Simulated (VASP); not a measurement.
## BeTe (zincblende type): relaxation of cell and atoms with PBE

BeTe (zincblende type):

```xyz
2
Lattice="0.0000 2.8548 2.8548 2.8548 0.0000 2.8548 2.8548 2.8548 0.0000" Properties=species:S:1:pos:R:3 pbc="T T T"
Be    0.0000    0.0000    0.0000
Te    1.4274    1.4274    1.4274
```

```yaml
Program: VASP 6.6.1
Task: relaxation of cell and atoms
Functional: PBE
Potentials_or_basis: VASP PAW PBE potentials, release 64 (Be, Te)
Cutoff: 600 eV
k_mesh: 13 × 13 × 13
Occupations: fermi-dirac, width 0.1 eV
Spin: no spin polarisation
Dipole_correction: no
Further_INCAR_settings: ALGO = Normal; EDIFF = 1e-06; IBRION = 2; EDIFFG = -0.005; NSW = 60; ISIF = 3
```

* Relaxed volume: 22.76 Å³/atom
* Relaxed cell: a = 4.008 Å, b = 4.008 Å, c = 4.008 Å, α = 60.00°, β = 60.00°, γ = 60.00°
* Space group after relaxing (to 0.05 Å): F-43m (No. 216)
* Energy gained by relaxing: 1.9 meV/atom
* Ionic steps: 3
* Pressure after relaxing: 0.0 GPa
* Band gap on the k mesh: 2.03 eV, indirect (least direct gap 3.63 eV)

The path:
```tsv
step	energy change (eV)	largest force (eV/Å)	pressure (GPa)	volume (Å³)
1	0.0000	0.0000	-1.18	46.53
2	-0.0037	0.0000	0.16	45.39
3	-0.0038	0.0000	0.01	45.52
```

Final structure:
```xyz
2
Lattice="0.0000 2.8340 2.8340 2.8340 0.0000 2.8340 2.8340 2.8340 0.0000" Properties=species:S:1:pos:R:3 pbc="T T T"
Be    0.0000    0.0000    0.0000
Te    1.4170    1.4170    1.4170
```

Levels at points of the mesh, in eV from the valence-band top:
| k point | band 1 | band 2 | band 3 | band 4 | band 5 | band 6 | band 7 | band 8 |
| --- | --- | --- | --- | --- | --- | --- | --- | --- |
| (0.00, 0.00, 0.00) | -12.17 | 0.00 | 0.00 | 0.00 | 3.63 | 3.63 | 3.63 | 3.68 |

Run time: 46 s on 1 thread of Intel(R) Xeon(R) Platinum 8259CL CPU @ 2.50GHz (Skylake/Cascade Lake), on a shared host, peak memory 0.21 GiB.

Caveat: spin-orbit coupling is left out, which moves the levels of the heavy elements. A k mesh can miss the band edges.
